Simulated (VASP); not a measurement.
Li8LaNb7O23 (a cell with a defect), 39 atoms in the cell. The cell holds a defect, 39 atoms: a = 5.550 Å, b = 11.101 Å, c = 11.101 Å, α = 55.75°, β = 55.75°, γ = 55.75°. 

```yaml
Program: VASP 6.6.1
Task: single point
Functional: PBE
Potentials_or_basis: VASP PAW PBE potentials, release 64 (Li_sv, Nb_sv, O, La)
Cutoff: 520 eV
k_mesh: 1 × 1 × 1, shifted
Occupations: gaussian, width 0.01 eV
Spin: collinear spin
Fixed_moment: 1 μB
Dipole_correction: no
Charge: -1
Further_INCAR_settings: LREAL = Auto; ALGO = Normal; EDIFF = 1e-06; NBANDS = 161; NELECT = 265.0
```

Potentials or basis: VASP PAW PBE potentials, release 64 (Li_sv, Nb_sv, O, La).

Run with:

```bash
$ cat potpaw_PBE.64/Li_sv/POTCAR potpaw_PBE.64/Nb_sv/POTCAR potpaw_PBE.64/O/POTCAR potpaw_PBE.64/La/POTCAR > POTCAR
$ mpirun -np 1 vasp_std > vasp.out
```

Hardware: 1 thread of Intel(R) Xeon(R) Platinum 8259CL CPU @ 2.50GHz (Skylake/Cascade Lake), with other jobs on the host.

**Question.** How long does it take, and how much memory?

**Answer.** Wall time 12 min on 1 thread of Intel(R) Xeon(R) Platinum 8259CL CPU @ 2.50GHz (Skylake/Cascade Lake) (shared host), peak memory 0.9 GiB. Counts: scf iterations 18, k points 1.
